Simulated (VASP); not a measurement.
# Mg16O16F (a cell with a defect) (F interstitial hop between voids) in VASP: notebook

The runs below take Mg16O16F (a cell with a defect) (F interstitial hop between voids) through single point, with PBE.

Program: VASP 6.6.1. These are calculated values, not measurements. Logs are shortened: lines on timing, memory, paths and dates and some standing lists are left out, and cuts for length are marked.

### 1 The cell of the first run

The cell holds a defect, 33 atoms: a = 7.369 Å, b = 7.369 Å, c = 7.369 Å, α = 109.47°, β = 109.47°, γ = 109.47°.

### 2 Single point, PBE

File INCAR:

```
SYSTEM = Mg16O16F
PREC = Accurate
ENCUT = 520
EDIFF = 1E-6
ISMEAR = -1
SIGMA = 0.01
LREAL = Auto
LASPH = .True.
NELM = 60
ALGO = Normal
ISIF = 2
LWAVE = .False.
LCHARG = .True.
GGA = PE
LELF = .True.
LVHAR = .True.
NBANDS = 90
NELECT = 136.0
```

File KPOINTS:

```
Automatic mesh
0
Gamma
  1 1 1
  0.25 0.25 0.25
```

File POSCAR:

```
Mg16O16F
1.0
   -4.2543812300      4.2543812300      4.2543812300
    4.2543812300     -4.2543812300      4.2543812300
    4.2543812300      4.2543812300     -4.2543812300
Mg O F
16 16 1
Direct
    0.0083307362      0.0085463994      0.0079431046
    0.0015516978      0.2548243776      0.7494152383
    0.0031639095      0.4984795278      0.4977971356
    0.0015915494      0.7501314647      0.2542319799
    0.2547086938      0.0017375349      0.7494548689
    0.2451632930      0.2453243847      0.4962489943
    0.2451278377      0.4968868808      0.2445766762
    0.2547224440      0.7500940541      0.0010870168
    0.4983016779      0.0032398463      0.4978138630
    0.4967305311      0.2452643812      0.2445653862
    0.4983116796      0.4984860620      0.0024594266
    0.4914729115      0.7502185281      0.7494779696
    0.7499317873      0.0017512007      0.2542326261
    0.7499462104      0.2549128839      0.0010995138
    0.7500064397      0.4914732740      0.7493891428
    0.7498417609      0.7499800409      0.4906712953
    0.0039011779      0.0040275421      0.5078170084
   -0.0084927565      0.2456578338      0.2449896542
    0.0039271706      0.5084941203      0.0033794952
    0.0493446876      0.7500529670      0.7494436776
    0.2454966008     -0.0083705385      0.2449540523
    0.2454543061      0.2455969525     -0.0090718495
    0.2544675727      0.4961145647      0.7494227566
    0.2544327994      0.7500959275      0.4954257450
    0.5083985429      0.0041098217      0.0034178070
    0.4960065611      0.2545653256      0.7494161027
    0.4505413793      0.4506694538      0.4499515623
    0.4960172714      0.7501014131      0.2538436296
    0.7499301642      0.0493668111      0.7495129265
    0.7499712321      0.2545294082      0.4954688953
    0.7499630556      0.4961518416      0.2538378564
    0.7500387767      0.7502229492      0.0486682193
    0.7498961850      0.7498964501      0.7491561160
```

Potentials or basis: VASP PAW PBE potentials, release 64 (Mg, O, F).

Command:

```sh
$ cat potpaw_PBE.64/Mg/POTCAR potpaw_PBE.64/O/POTCAR potpaw_PBE.64/F/POTCAR > POTCAR
$ mpirun -np 1 vasp_std > vasp.out
```

OUTCAR:

```text
SYSTEM = Mg16O16F
   PREC = Accurate
   ENCUT = 520
   EDIFF = 1E-6
   ISMEAR = -1
   LREAL = Auto
   LASPH = .True.
   NELM = 60
   ISIF = 2
   GGA = PE
   NELECT = 136.0

 ion  position               nearest neighbor table
   1  0.008  0.009  0.008-  33 1.91  18 2.09  21 2.09  22 2.09  32 2.38  29 2.39  20 2.39   6 2.94
                             7 2.94  10 2.94  13 3.04   4 3.04  14 3.04   2 3.04   8 3.04   5 3.04
   2  0.002  0.255  0.749-  29 1.96  23 2.10  22 2.11  17 2.11  30 2.15  19 2.15  15 2.94   7 2.98
                            13 2.98   8 2.98   3 2.98  11 2.99   6 2.99   9 3.03  14 3.03   1 3.04
   3  0.003  0.498  0.498-  20 1.96  18 2.10  30 2.11  31 2.11  24 2.15  23 2.15  12 2.94   6 2.98
                             7 2.98   4 2.98   2 2.98  14 2.99  13 2.99   5 3.03   8 3.03  15 3.04
   4  0.002  0.750  0.254-  32 1.96  24 2.10  21 2.11  19 2.11  17 2.15  31 2.15  16 2.94   6 2.98
                             3 2.98  14 2.98   5 2.98   9 2.99   7 2.99  13 3.03  11 3.03   1 3.04
   5  0.255  0.002  0.749-  20 1.96  26 2.10  22 2.10  17 2.11  25 2.15  24 2.15  12 2.94  10 2.98
                             4 2.98   9 2.98  14 2.98  11 2.99   6 2.99   3 3.03   8 3.03   1 3.04
   6  0.245  0.245  0.496-  27 1.96  17 2.10  23 2.11  26 2.11  18 2.15  21 2.15   1 2.94   3 2.98
                             4 2.98   9 2.98  13 2.98   2 2.99   5 2.99   7 3.03  10 3.03  15 3.04
   7  0.245  0.497  0.245-  27 1.96  19 2.10  24 2.11  28 2.11  18 2.15  22 2.15   1 2.94   2 2.98
                            14 2.98   3 2.98  11 2.98   8 2.99   4 2.99  10 3.03   6 3.03  16 3.04
   8  0.255  0.750  0.001-  20 1.96  28 2.10  21 2.11  19 2.11  25 2.15  23 2.15  12 2.94  10 2.98
                            11 2.98  13 2.98   2 2.98   7 2.99   9 2.99   5 3.03   3 3.03  15 3.04
   9  0.498  0.003  0.498-  29 1.96  21 2.10  24 2.11  28 2.11  26 2.15  30 2.15  15 2.94  13 2.98
[... 16 lines left out ...]
  18  0.992  0.246  0.245-   1 2.09   3 2.10  14 2.11  13 2.11   6 2.15   7 2.15
  19  0.004  0.508  0.003-  15 2.09   7 2.10   8 2.11   4 2.11   2 2.15  14 2.15
  20  0.049  0.750  0.749-   8 1.96   3 1.96   5 1.96  15 2.39   1 2.39  16 2.39
  21  0.245  0.992  0.245-   1 2.09   9 2.10   8 2.11   4 2.11  10 2.15   6 2.15
  22  0.245  0.246  0.991-   1 2.09  11 2.10   5 2.10   2 2.11  10 2.15   7 2.15
[... 8 lines left out ...]
  31  0.750  0.496  0.254-  16 2.09  14 2.10   3 2.11  10 2.11   4 2.15  11 2.15
  32  0.750  0.750  0.049-  13 1.96   4 1.96  11 1.97   1 2.38  12 2.39  15 2.39
  33  0.750  0.750  0.749-  16 1.90  15 1.91   1 1.91  12 1.91

  LATTYP: Found a body centered cubic cell.
 ALAT       =     8.5087624600

  Lattice vectors:

 A1 = (  -4.2543812300,   4.2543812300,   4.2543812300)
 A2 = (   4.2543812300,  -4.2543812300,   4.2543812300)
 A3 = (   4.2543812300,   4.2543812300,  -4.2543812300)

Analysis of symmetry for initial positions (statically):
=====================================================================
 Subroutine PRICEL returns:
 Original cell was already a primitive cell.

 Routine SETGRP: Setting up the symmetry group for a
 body centered cubic supercell.

 Subroutine GETGRP returns: Found  1 space group operations
 (whereof  1 operations were pure point group operations)
 out of a pool of 48 trial point group operations.
[... 171 lines left out ...]
   IMIX   =      4    mixing-type and parameters
     AMIX     =   0.40;   BMIX     =  1.00
     AMIX_MAG =   1.60;   BMIX_MAG =  1.00
  volume/ion in A,a.u.               =       9.33        62.99
  Fermi-wavevector in a.u.,A,eV,Ry     =   1.246612  2.355756 21.144027  1.554042
  Thomas-Fermi vector in A             =   2.380782
   LORBIT       =      0    0 simple, 1 ext, 2 COOP (PROOUT), +10 PAW based schemes
   GGA     = PE    functional components
   LHFCALC =     F    Hartree Fock is set to
   AEXX    =    0.0000 exact exchange contribution
   IVDW    =     0    specifies the selected vdW correction
   LEPSILON=     F    determine dielectric tensor
   LRPA    =     F    only Hartree local field effects (RPA)
 non-spin polarized calculation
  energy-cutoff  :      520.00
  volume of cell :      308.01
 maximum number of plane-waves:      8280
 NGX is ok and might be reduce to    54
   NGX = 27   NGY = 27   NGZ = 27

 number of electron     135.9999995 magnetization

 Free energy of the ion-electron system (eV)
  ---------------------------------------------------
  ext. energy  EPLUGINS =         0.00000000
  ---------------------------------------------------
  free energy    TOTEN  =      -185.94888643 eV

  energy without entropy =     -185.94888643  energy(sigma->0) =     -185.94888643

 E-fermi :   3.9005     XC(G=0): -11.0966

 val. band max:        3.6412984506   @ k =   0.2500   0.2500   0.2500
 cond. band min:      10.0096273848   @ k =   0.2500   0.2500   0.2500
 fundamental gap:      6.3683289342
 Fermi energy:         3.9005121812

 k-point     1 :       0.2500    0.2500    0.2500
  band No.  band energies     occupation
      1     -19.8545      2.00000
      2     -13.5743      2.00000
      3     -13.5741      2.00000
      4     -13.5734      2.00000
      5     -13.2395      2.00000
      6     -12.8253      2.00000
[... 72 lines left out ...]
     79      12.6649      0.00000
     80      12.6653      0.00000
 [bands above 80 left out]

------------------------ aborting loop because EDIFF is reached ----------------------------------------

  FORCE on cell =-STRESS in cart. coord.  units (eV):
  Direction    XX          YY          ZZ          XY          YZ          ZX
  --------------------------------------------------------------------------------------
  -------------------------------------------------------------------------------------
  Total       23.6210021     23.5964275     23.5504991      0.0029103      0.0117387      0.0064506
  in kB      122.8682568    122.7404287    122.5015251      0.0151386      0.0610607      0.0335538
  external PRESSURE =     122.7034035 kB  Pullay stress =       0.0000000 kB

 VOLUME and BASIS-vectors are now :
 -----------------------------------------------------------------------------
  energy-cutoff  :      520.00
  volume of cell :      308.01
      direct lattice vectors                 reciprocal lattice vectors
    -4.254381230  4.254381230  4.254381230     0.000000000  0.117525904  0.117525904
     4.254381230 -4.254381230  4.254381230     0.117525904  0.000000000  0.117525904
     4.254381230  4.254381230 -4.254381230     0.117525904  0.117525904  0.000000000

 POSITION                                       TOTAL-FORCE (eV/Angst)
 -----------------------------------------------------------------------------------
      0.03471      0.03288      0.03801        -0.007524     -0.004818     -0.003535
      4.26582      2.11078     -2.09758         0.002276     -0.001308      0.000493
      4.22508      0.01056      0.01636         0.000437      0.003279      0.001481
      4.26617     -2.10297      2.11652        -0.000142      0.000148     -0.001743
      2.11223      4.26470     -2.09745        -0.003823      0.002558      0.000396
      2.11192      2.11055     -0.02451        -0.003430     -0.001948     -0.001085
[... 25 lines left out ...]
      0.20784      0.20627      6.17563        -0.011035     -0.010982      0.008461
      3.18720      3.18719      3.19349         0.004773      0.000411     -0.000936
 -----------------------------------------------------------------------------------
    total drift:                                0.002216      0.001912     -0.002932

  FREE ENERGIE OF THE ION-ELECTRON SYSTEM (eV)
  ---------------------------------------------------
  free  energy   TOTEN  =      -185.9488864270 eV

  energy  without entropy=     -185.9488864270  energy(sigma->0) =     -185.94888643
```

OSZICAR:

```text
N       E                     dE             d eps       ncg     rms          rms(c)
DAV:   1     0.752996033357E+03    0.75300E+03   -0.68639E+04   188   0.139E+03
DAV:   2    -0.160961549938E+03   -0.91396E+03   -0.89623E+03   222   0.304E+02
DAV:   3    -0.213983667249E+03   -0.53022E+02   -0.52792E+02   216   0.764E+01
DAV:   4    -0.214434468505E+03   -0.45080E+00   -0.44967E+00   216   0.774E+00
DAV:   5    -0.214439627966E+03   -0.51595E-02   -0.51566E-02   216   0.773E-01    0.304E+01
DAV:   6    -0.186238141868E+03    0.28201E+02   -0.12217E+02   214   0.350E+01    0.915E+00
DAV:   7    -0.186104620803E+03    0.13352E+00   -0.26248E+00   200   0.576E+00    0.575E+00
DAV:   8    -0.185978529551E+03    0.12609E+00   -0.76846E-01   200   0.422E+00    0.130E+00
DAV:   9    -0.185948283541E+03    0.30246E-01   -0.77343E-02   216   0.128E+00    0.601E-01
DAV:  10    -0.185949331133E+03   -0.10476E-02   -0.80646E-02   208   0.102E+00    0.299E-01
DAV:  11    -0.185948634673E+03    0.69646E-03   -0.10950E-02   224   0.463E-01    0.922E-02
DAV:  12    -0.185948877547E+03   -0.24287E-03   -0.12652E-03   200   0.135E-01    0.274E-02
DAV:  13    -0.185948885329E+03   -0.77825E-05   -0.13514E-04   208   0.436E-02    0.766E-03
DAV:  14    -0.185948887329E+03   -0.20001E-05   -0.14373E-05   216   0.154E-02    0.850E-03
DAV:  15    -0.185948886427E+03    0.90221E-06   -0.38171E-06   192   0.723E-03
   1 F= -.18594889E+03 E0= -.18594889E+03  d E =-.679740E-11
```

stdout:

```text
POSCAR found type information on POSCAR MgO F
 POSCAR found :  3 types and      33 ions
 scaLAPACK will be used
 LDA part: xc-table for (Slater+PW92), standard interpolation
 POSCAR, INCAR and KPOINTS ok, starting setup
 FFT: planning ... GRIDC
 FFT: planning ... GRID_SOFT
 FFT: planning ... GRID
 WAVECAR not read
 entering main loop
 the old and the new charge density differ
 old charge density:   135.00000 new  136.00000
    0.304E+01
```

It took 2.2 min on 1 thread of Intel Xeon Platinum 8375C at 2.90GHz (Ice Lake), shared host; peak memory 0.41 GiB.

Results:

* Free energy: -185.9489 eV
* Largest force: 0.021 eV/Å

Forces in eV/Å, atoms in the order of the input:
```
Mg  -0.008 -0.005 -0.004
Mg   0.002 -0.001  0.000
Mg   0.000  0.003  0.001
Mg   0.000  0.000 -0.002
Mg  -0.004  0.003  0.000
Mg  -0.003 -0.002 -0.001
Mg  -0.002  0.001 -0.002
Mg  -0.004  0.002  0.004
Mg   0.002  0.001  0.003
Mg   0.000 -0.001 -0.003
Mg   0.003  0.005  0.000
Mg  -0.009  0.007  0.006
Mg  -0.001  0.003 -0.001
Mg   0.000 -0.003  0.003
Mg   0.007 -0.007  0.006
Mg   0.007  0.008 -0.006
O   -0.003 -0.006  0.013
O    0.013  0.005  0.005
O   -0.005  0.013 -0.006
O    0.012 -0.014 -0.011
O    0.006  0.012  0.005
O    0.006  0.004  0.012
O    0.006 -0.007 -0.013
O    0.006 -0.013 -0.006
O    0.013 -0.005 -0.006
O   -0.006  0.004 -0.014
O    0.012  0.010  0.013
O   -0.004 -0.015  0.004
O   -0.013  0.009 -0.011
O   -0.014  0.004 -0.005
O   -0.013 -0.006  0.005
O   -0.011 -0.011  0.008
F    0.005  0.000 -0.001
```

Levels at points of the mesh, in eV from the Fermi level:
```csv
k point,band 65,band 66,band 67,band 68,band 69,band 70,band 71,band 72
"(0.25, 0.25, 0.25)",-0.99,-0.27,-0.26,-0.26,6.11,6.11,6.11,6.40
```

Caveat: the k points lie up to 1.04 Å⁻¹ apart; the cell carries a net charge on a neutralising background, which shifts energy and pressure; the cell is charged against a uniform background, so pressure and absolute levels hang on convention.

[end of part 1 of 2]
